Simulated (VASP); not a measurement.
## Sn: single point with PBE

Sn:

```xyz
2
Lattice="0.0000 3.2333 3.2333 3.2333 0.0000 3.2333 3.2333 3.2333 0.0000" Properties=species:S:1:pos:R:3 pbc="T T T"
Sn    4.8500    4.8500    4.8500
Sn    3.2333    3.2333    3.2333
```

```
Program                : VASP 6.6.1
Task                   : single point
Functional             : PBE
Potentials or basis    : VASP PAW PBE potentials, release 64 (Sn_d)
Cutoff                 : 520 eV
k mesh                 : 10 × 10 × 10
Occupations            : methfessel-paxton, width 0.05 eV
Spin                   : no spin polarisation
Dipole correction      : no
Further INCAR settings : ALGO = Fast; EDIFF = 1e-06; NBANDS = 21
```

```json
{
  "Pressure": "3.7 GPa",
  "Band gap on the k mesh": "zero (band 14 reaches 5.84 eV, above the bottom of band 15 at 5.77 eV)"
}
```

Levels at points of the mesh, in eV from the Fermi level:
```tsv
k point	band 11	band 12	band 13	band 14	band 15	band 16	band 17	band 18
(0.00, 0.00, 0.00)	-10.70	-0.58	0.07	0.07	0.07	2.14	2.14	2.14
(0.50, 0.00, 0.00)	-9.05	-6.35	-1.15	-1.15	-0.01	3.22	3.22	5.62
(0.50, 0.50, 0.00)	-7.57	-7.57	-2.52	-2.52	0.79	0.79	7.78	7.78
```

Run time: 110 s on 1 thread of Intel Xeon 8259CL, on a shared host, peak memory 0.23 GiB.

Caveat: spin-orbit coupling is left out, which moves the levels of the heavy elements.
